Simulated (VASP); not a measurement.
Set up this calculation in VASP 6.6.1, as the native input.

```
Task                   : single point
Functional             : PBE
Potentials or basis    : VASP PAW PBE potentials, release 64 (Hg)
Cutoff                 : 520 eV
k mesh                 : 7 × 7 × 10
Occupations            : fermi-dirac, width 0.05 eV
Spin                   : no spin polarisation
Dipole correction      : no
Further INCAR settings : ALGO = Normal; EDIFF = 1e-06; NBANDS = 25
```

The structure of Hg lies in POSCAR:

```
Hg
1.0
    4.9230959199      0.0000000000      0.0000000000
   -2.4615479599      4.2635261319      0.0000000000
    0.0000000000      0.0000000000      2.8643958976
Hg
3
Direct
    0.0000000000      0.0000000000      0.0000000000
    0.3333333333      0.6666666667      0.5000000000
    0.6666666667      0.3333333333      0.5000000000
```

This cell differs from its parent crystal: volume scaled by 0.68.

One way to write it, as run:

INCAR

```
  PREC = Accurate
  ENCUT = 520
  EDIFF = 1E-6
  ISMEAR = -1
  SIGMA = 0.05
  LREAL = F
  LASPH = T
  NELM = 60
  ALGO = Normal
  ISIF = 2
  LWAVE = F
  LCHARG = F
  GGA = PE
  NBANDS = 25
```

KPOINTS

```
regular mesh
0
Gamma
  7 7 10
```

Potentials or basis: VASP PAW PBE potentials, release 64 (Hg).

Launch:

```console
$ cat potpaw_PBE.64/Hg/POTCAR > POTCAR
$ mpirun -np 1 vasp_std > vasp.out
```

Results of the run:

* Pressure: 20.5 GPa
* Band gap on the k mesh: zero (band 18 reaches 8.06 eV, above the bottom of band 19 at 3.13 eV)

Caveat: spin-orbit coupling is left out, which moves the levels of the heavy elements.

Run time: 120 s on 1 thread of AMD EPYC 7R13 (shared host), peak memory 0.19 GiB.
